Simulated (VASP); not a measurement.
# Hf (P6_3/mmc) in VASP: electric field gradients with PBEsol

Aim: the electric field gradients of Hf with PBEsol.

Everything below comes from runs of VASP 6.6.1. Logs are shortened: lines on timing, memory, paths and dates and some standing lists are left out, and cuts for length are marked.

### Step 1. The cell of the first run

The structure is hexagonal, space group P6_3/mmc (No. 194). The conventional cell has a = 3.197 Å, b = 3.197 Å, c = 5.058 Å, α = 90.00°, β = 90.00°, γ = 120.00°. Hf (site symmetry -6m2) has 12 Hf at 3.13 to 3.20 Å within 4.1 Å.

### Step 2. Electric field gradients, PBEsol

Contents of INCAR:

```
PREC = Accurate ; ENCUT = 520
EDIFF = 1E-8 ; ISMEAR = -1
SIGMA = 0.05 ; LREAL = Auto
LASPH = True ; NELM = 80
ALGO = Normal ; ISIF = 2
LWAVE = False ; LCHARG = False
GGA = PS ; LEFG = True
NBANDS = 94
```

Contents of KPOINTS:

```
Automatic mesh
0
Gamma
  6 6 4
```

Contents of POSCAR:

```
Hf
1.0
    6.3934000000      0.0000000000      0.0000000000
   -3.1967000000      5.5368468166      0.0000000000
    0.0000000000      0.0000000000     10.1156000000
Hf
16
Direct
    0.1666666666      0.3333333334      0.1250000000
    0.1666666666      0.3333333334      0.6250000000
    0.1666666666      0.8333333334      0.1250000000
    0.1666666666      0.8333333334      0.6250000000
    0.6666666666      0.3333333334      0.1250000000
    0.6666666666      0.3333333334      0.6250000000
    0.6666666666      0.8333333334      0.1250000000
    0.6666666666      0.8333333334      0.6250000000
    0.3333333334      0.1666666666      0.3750000000
    0.3333333334      0.1666666666      0.8750000000
    0.3333333334      0.6666666666      0.3750000000
    0.3333333334      0.6666666666      0.8750000000
    0.8333333334      0.1666666666      0.3750000000
    0.8333333334      0.1666666666      0.8750000000
    0.8333333334      0.6666666666      0.3750000000
    0.8333333334      0.6666666666      0.8750000000
```

Potentials or basis: VASP PAW PBE potentials, release 64 (Hf_pv).

Started as:

```sh
$ cat potpaw_PBE.64/Hf_pv/POTCAR > POTCAR
$ mpirun -np 1 vasp_std > vasp.out
```

OUTCAR:

```text
PREC = Accurate
   ENCUT = 520
   EDIFF = 1E-8
   ISMEAR = -1
   LREAL = Auto
   LASPH = True
   NELM = 80
   ISIF = 2
   GGA = PS

 ion  position               nearest neighbor table
   1  0.167  0.333  0.125-  13 3.13  14 3.13  11 3.13  12 3.13   9 3.13  10 3.13   5 3.20   5 3.20
                             7 3.20   3 3.20   3 3.20   7 3.20
   2  0.167  0.333  0.625-  13 3.13  14 3.13  11 3.13  12 3.13   9 3.13  10 3.13   6 3.20   6 3.20
                             8 3.20   4 3.20   4 3.20   8 3.20
   3  0.167  0.833  0.125-  15 3.13  16 3.13   9 3.13  10 3.13  11 3.13  12 3.13   7 3.20   7 3.20
                             1 3.20   1 3.20   5 3.20   5 3.20
   4  0.167  0.833  0.625-  15 3.13  16 3.13   9 3.13  10 3.13  11 3.13  12 3.13   8 3.20   8 3.20
                             2 3.20   2 3.20   6 3.20   6 3.20
   5  0.667  0.333  0.125-   9 3.13  10 3.13  15 3.13  16 3.13  13 3.13  14 3.13   1 3.20   1 3.20
                             7 3.20   7 3.20   3 3.20   3 3.20
   6  0.667  0.333  0.625-   9 3.13  10 3.13  15 3.13  16 3.13  13 3.13  14 3.13   2 3.20   2 3.20
                             8 3.20   8 3.20   4 3.20   4 3.20
   7  0.667  0.833  0.125-  11 3.13  12 3.13  13 3.13  14 3.13  15 3.13  16 3.13   3 3.20   3 3.20
                             5 3.20   5 3.20   1 3.20   1 3.20
   8  0.667  0.833  0.625-  11 3.13  12 3.13  13 3.13  14 3.13  15 3.13  16 3.13   4 3.20   4 3.20
                             6 3.20   6 3.20   2 3.20   2 3.20
   9  0.333  0.167  0.375-   5 3.13   6 3.13   3 3.13   4 3.13   1 3.13   2 3.13  13 3.20  13 3.20
[... 22 lines left out ...]
 A1 = (   6.3934000000,   0.0000000000,   0.0000000000)
 A2 = (  -3.1967000000,   5.5368468166,   0.0000000000)
 A3 = (   0.0000000000,   0.0000000000,  10.1156000000)

Analysis of symmetry for initial positions (statically):
=====================================================================
 Subroutine PRICEL returns following result:

  LATTYP: Found a hexagonal cell.
 ALAT       =     3.1967000000
 C/A-ratio  =     1.5821941377

  Lattice vectors:

 A1 = (   3.1967000000,   0.0000000000,   0.0000000000)
 A2 = (  -1.5983500000,   2.7684234083,   0.0000000000)
 A3 = (   0.0000000000,   0.0000000000,   5.0578000000)

   8 primitive cells build up your supercell.

 Routine SETGRP: Setting up the symmetry group for a
 hexagonal supercell.

 Subroutine GETGRP returns: Found 24 space group operations
 (whereof 12 operations were pure point group operations)
 out of a pool of 24 trial point group operations.

The static configuration has the point symmetry D_3d.
 The point group associated with its full space group is D_6h.

Analysis of symmetry for dynamics (positions and initial velocities):
=====================================================================
 Subroutine PRICEL returns following result:

  LATTYP: Found a hexagonal cell.
 ALAT       =     3.1967000000
 C/A-ratio  =     1.5821941377

  Lattice vectors:

 A1 = (   3.1967000000,   0.0000000000,   0.0000000000)
 A2 = (  -1.5983500000,   2.7684234083,   0.0000000000)
 A3 = (   0.0000000000,   0.0000000000,   5.0578000000)

   8 primitive cells build up your supercell.

 Routine SETGRP: Setting up the symmetry group for a
 hexagonal supercell.

 Subroutine GETGRP returns: Found 24 space group operations
 (whereof 12 operations were pure point group operations)
 out of a pool of 24 trial point group operations.

The dynamic configuration has the point symmetry D_3d.
 The point group associated with its full space group is D_6h.

 Subroutine INISYM returns: Found 24 space group operations
 (whereof 12 operations are pure point group operations),
 and found     8 'primitive' translations

----------------------------------------------------------------------------------------

                                     Primitive cell

  volume of cell :      44.7606

  direct lattice vectors                    reciprocal lattice vectors
     3.196700000  0.000000000  0.000000000     0.312822598  0.180608211  0.000000000
    -1.598350000  2.768423408  0.000000000     0.000000000  0.361216423  0.000000000
     0.000000000  0.000000000  5.057800000     0.000000000  0.000000000  0.197714421

  length of vectors
[... 88 lines left out ...]
   PSTRESS=    0.0 pullay stress
   NELECT =     160.0000    total number of electrons
   NUPDOWN=      -1.0000    fix difference up-down
   EMIN   =  10.00;   EMAX   =-10.00  energy-range for DOS
   EFERMI =   0.00;   METHOD = LEGACY
   ISMEAR =    -1;   SIGMA  =   0.05  broadening in eV -4-tet -1-fermi 0-gaus
   EFERMI_NEDOS =   21; number of points for ismear=-14 and -15
   IALGO  =     38    algorithm
   IMIX   =      4    mixing-type and parameters
     AMIX     =   0.40;   BMIX     =  1.00
     AMIX_MAG =   1.60;   BMIX_MAG =  1.00
  volume/ion in A,a.u.               =      22.38       151.03
  Fermi-wavevector in a.u.,A,eV,Ry     =   1.251563  2.365112 21.312311  1.566411
  Thomas-Fermi vector in A             =   2.385505
   LORBIT       =      0    0 simple, 1 ext, 2 COOP (PROOUT), +10 PAW based schemes
   GGA     = PS    functional components
   LHFCALC =     F    Hartree Fock is set to
   AEXX    =    0.0000 exact exchange contribution
   IVDW    =     0    specifies the selected vdW correction
   LEPSILON=     F    determine dielectric tensor
   LRPA    =     F    only Hartree local field effects (RPA)
 non-spin polarized calculation
  energy-cutoff  :      520.00
  volume of cell :      358.08
 maximum number of plane-waves:      9676
 NGX is ok and might be reduce to    48
   NGX = 23   NGY = 23   NGZ = 37

 number of electron     160.0000032 magnetization

 Free energy of the ion-electron system (eV)
  ---------------------------------------------------
  ext. energy  EPLUGINS =         0.00000000
  ---------------------------------------------------
  free energy    TOTEN  =      -167.92206450 eV

  energy without entropy =     -167.81121384  energy(sigma->0) =     -167.86663917

 E-fermi :   4.7730     XC(G=0): -11.3894

 val. band max:        4.7642198580   @ k =   0.3333   0.0000   0.2500
 cond. band min:       4.7835062734   @ k =   0.3333   0.1667   0.2500
 fundamental gap:      0.0192864154
 Fermi energy:         4.7730248887

 k-point     1 :       0.0000    0.0000    0.0000
  band No.  band energies     occupation
      1     -26.2731      2.00000
      2     -26.1712      2.00000
      3     -26.1712      2.00000
      4     -26.1712      2.00000
      5     -26.1712      2.00000
      6     -26.1712      2.00000
[... 1984 lines left out ...]
     91       5.7704      0.00000
     92       5.7704      0.00000
 [bands above 92 left out]

------------------------ aborting loop because EDIFF is reached ----------------------------------------

  FORCE on cell =-STRESS in cart. coord.  units (eV):
  Direction    XX          YY          ZZ          XY          YZ          ZX
  --------------------------------------------------------------------------------------
  -------------------------------------------------------------------------------------
  Total       -9.1786882     -9.1786882     -9.3584432      0.0000000      0.0000000     -0.0000000
  in kB      -41.0681526    -41.0681526    -41.8724292      0.0000000      0.0000000     -0.0000000
  external PRESSURE =     -41.3362448 kB  Pullay stress =       0.0000000 kB

 VOLUME and BASIS-vectors are now :
 -----------------------------------------------------------------------------
  energy-cutoff  :      520.00
  volume of cell :      358.08
      direct lattice vectors                 reciprocal lattice vectors
     6.393400000  0.000000000  0.000000000     0.156411299  0.090304106  0.000000000
    -3.196700000  5.536846817  0.000000000     0.000000000  0.180608211  0.000000000
     0.000000000  0.000000000 10.115600000     0.000000000  0.000000000  0.098857211

 POSITION                                       TOTAL-FORCE (eV/Angst)
 -----------------------------------------------------------------------------------
     -0.00000      1.84562      1.26445         0.000000      0.000000     -0.000000
     -0.00000      1.84562      6.32225        -0.000000     -0.000000     -0.000000
     -1.59835      4.61404      1.26445        -0.000000     -0.000000      0.000000
     -1.59835      4.61404      6.32225        -0.000000     -0.000000      0.000000
      3.19670      1.84562      1.26445         0.000000      0.000000      0.000000
      3.19670      1.84562      6.32225         0.000000      0.000000     -0.000000
[... 8 lines left out ...]
      3.19670      3.69123      3.79335         0.000000     -0.000000      0.000000
      3.19670      3.69123      8.85115        -0.000000      0.000000      0.000000
 -----------------------------------------------------------------------------------
    total drift:                               -0.000001      0.000000     -0.000000

  FREE ENERGIE OF THE ION-ELECTRON SYSTEM (eV)
  ---------------------------------------------------
  free  energy   TOTEN  =      -167.9220645044 eV

  energy  without entropy=     -167.8112138409  energy(sigma->0) =     -167.86663917

 Electric field gradients (V/A^2)
---------------------------------------------------------------------
 ion       V_xx      V_yy      V_zz      V_xy      V_xz      V_yz
---------------------------------------------------------------------
   1     -40.326   -40.326    80.652     0.000     0.000    -0.000
   2     -40.326   -40.326    80.652     0.000     0.000    -0.000
   3     -40.326   -40.326    80.652     0.000     0.000    -0.000
   4     -40.326   -40.326    80.652     0.000     0.000    -0.000
   5     -40.326   -40.326    80.652     0.000     0.000    -0.000
   6     -40.326   -40.326    80.652     0.000     0.000    -0.000
[... 8 lines left out ...]
  15     -40.326   -40.326    80.652     0.000    -0.000     0.000
  16     -40.326   -40.326    80.652     0.000    -0.000     0.000
---------------------------------------------------------------------

 Electric field gradients after diagonalization (V/A^2)
 (convention: |V_zz| > |V_xx| > |V_yy|)
----------------------------------------------------------------------
 ion       V_xx      V_yy      V_zz     asymmetry (V_yy - V_xx)/ V_zz
----------------------------------------------------------------------
   1     -40.326   -40.325    80.652       0.000
   2     -40.326   -40.325    80.652       0.000
   3     -40.326   -40.325    80.652       0.000
   4     -40.326   -40.325    80.652       0.000
   5     -40.326   -40.325    80.652       0.000
   6     -40.326   -40.325    80.652       0.000
[... 8 lines left out ...]
  15     -40.326   -40.325    80.652       0.000
  16     -40.326   -40.325    80.652       0.000
----------------------------------------------------------------------

           NMR quadrupolar parameters

 Cq : quadrupolar parameter    Cq=e*Q*V_zz/h
 eta: asymmetry parameters     (V_yy - V_xx)/ V_zz
 Q  : nuclear electric quadrupole moment in mb (millibarn)
----------------------------------------------------------------------
 ion       Cq(MHz)       eta       Q (mb)
----------------------------------------------------------------------
   1       0.195       0.000       1.000
   2       0.195       0.000       1.000
   3       0.195       0.000       1.000
   4       0.195       0.000       1.000
   5       0.195       0.000       1.000
   6       0.195       0.000       1.000
[... 8 lines left out ...]
  15       0.195       0.000       1.000
  16       0.195       0.000       1.000
----------------------------------------------------------------------
```

Wall time 35 min (1 thread of Oxide Virtual Turin-like, shared host); peak memory 0.68 GiB.

What came out:

| Item | Value |
| --- | --- |
| Free energy | -167.9221 eV |
| Pressure | -4.1 GPa |
| Band gap on the k mesh | zero (bands 80 and 81 overlap by 1.20 eV) |
| Largest electric field gradient by atom | Hf +80.7 V/Å² |

Stress tensor (GPa, compression positive):
```
-4.11  0.00  0.00
 0.00 -4.11  0.00
 0.00  0.00 -4.19
```

Levels at points of the mesh, in eV from the Fermi level:
```tsv
k point	band 77	band 78	band 79	band 80	band 81	band 82	band 83	band 84
(0.00, 0.00, 0.00)	0.13	0.13	0.65	0.76	0.76	0.76	0.85	0.85
(0.50, 0.00, 0.00)	-0.70	-0.70	-0.56	-0.56	-0.14	-0.14	-0.14	-0.14
(0.00, 0.00, 0.50)	0.08	0.08	0.95	0.95	0.95	0.95	0.96	0.96
(0.50, 0.00, 0.50)	-0.40	-0.40	-0.40	-0.40	0.19	0.19	0.19	0.19
```

Electric field gradients, principal values (V/Å²):
```tsv
atom	least	middle	greatest (by size)
1 Hf	-40.325	-40.326	80.652
2 Hf	-40.325	-40.326	80.652
3 Hf	-40.325	-40.326	80.652
4 Hf	-40.325	-40.326	80.652
5 Hf	-40.325	-40.326	80.652
6 Hf	-40.325	-40.326	80.652
7 Hf	-40.325	-40.326	80.652
8 Hf	-40.325	-40.326	80.652
9 Hf	-40.325	-40.326	80.652
10 Hf	-40.325	-40.326	80.652
11 Hf	-40.325	-40.326	80.652
12 Hf	-40.325	-40.326	80.652
13 Hf	-40.325	-40.326	80.652
14 Hf	-40.325	-40.326	80.652
15 Hf	-40.325	-40.326	80.652
16 Hf	-40.325	-40.326	80.652
```

Caveat: the cell stands under tension; without QUAD_EFG the Cq values of the log hold for a quadrupole moment of 1 mb, not for the nuclei; the PAW data sets were made with another functional, which shifts forces and pressure a little; spin-orbit coupling is left out, which moves the levels of the heavy elements.
